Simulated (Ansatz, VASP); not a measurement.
Ta: VASP beside Ansatz

File POSCAR:

```
Ta
1.0
    2.5991897495      0.0000000000      0.0000000000
   -1.2995948748      2.2509643523      0.0000000000
    0.0000000000      0.0000000000      5.1181138697
Ta
2
Direct
    0.6666666667      0.3333333333      0.7500000000
    0.3333333333      0.6666666667      0.2500000000
```

INCAR.step1

```
ALGO = Normal
EDIFF = 1E-4
ENCUT = 520
GGA = PE
ISMEAR = 0
LASPH = True
LCHARG = False
LREAL = False
LWAVE = True
NBANDS = 18
NELM = 80
PREC = Accurate
SIGMA = 0.15
```

The input INCAR.step2:

```
ALGO = Normal
EDIFF = 1E-7
ENCUT = 520
ISIF = 2
ISMEAR = 0
ISTART = 1
LASPH = True
LCHARG = False
LMIXTAU = True
LREAL = False
LWAVE = False
METAGGA = R2SCAN
NBANDS = 18
NELM = 80
PREC = Accurate
SIGMA = 0.15
```

KPOINTS

```
k-points
0
Gamma
  24 24 12
```

Input for Ansatz:

```yaml
crystal:
  lattice:
    - [2.5991897495, 0.0, 0.0]
    - [-1.2995948748, 2.2509643523, 0.0]
    - [0.0, 0.0, 5.1181138697]
  atoms:
    - { symbol: Ta, position: [0.6666666667, 0.3333333333, 0.75] }
    - { symbol: Ta, position: [0.3333333333, 0.6666666667, 0.25] }
basis:
  ecutwfc: 500
kpoints:
  mp_grid: { grid: [24, 24, 12] }
hamiltonian:
  xc: r2scan
scf:
  occupations: { method: gaussian, width: 0.15 }
output:
  forces: true
  stress: true
  eigenvalues: true
```

Change from the starting cell: strain -0.1000 x Voigt [1, 1, 0, 0, 0, 0], atoms carried along.

Alike in both runs: task single point; functional r2SCAN; k mesh 24 × 24 × 12; occupations gaussian, width 0.15 eV; no spin polarisation.

|  | VASP | Ansatz |
| --- | --- | --- |
| version | VASP 6.6.1 | Ansatz 0.2.0 |
| potentials or method | VASP PAW PBE potentials, release 64 (Ta_pv), cutoff 520 eV | scalar-relativistic, plane waves, PAW |
| valence electrons in the cell | 22 | 26 |

VASP gave:

| Property | Result |
| --- | --- |
| gap on the k mesh at the Fermi level (eV) | none |
| pressure (GPa) | 65.7 |
| traceless stress, the component that is largest in VASP (GPa) | -32.47 |

**Question.** What did Ansatz give for the same quantities?

**Answer.** gap on the k mesh at the Fermi level (eV): none; pressure (GPa): 64.0; traceless stress, the component that is largest in VASP (GPa): -32.05.

VASP's potentials were made for PBE, not for r2SCAN. A gap of «none» marks a metal or a gap that the smearing closes. Both programs put the cell under a high pressure, so it lies far from rest at this level. VASP's potentials hold 22 valence electrons a cell and Ansatz's 26, so a difference there can come from the potentials and not from the codes.

Spin-orbit coupling is off throughout. Noted on VASP's run: the cell as given lies far from equilibrium.
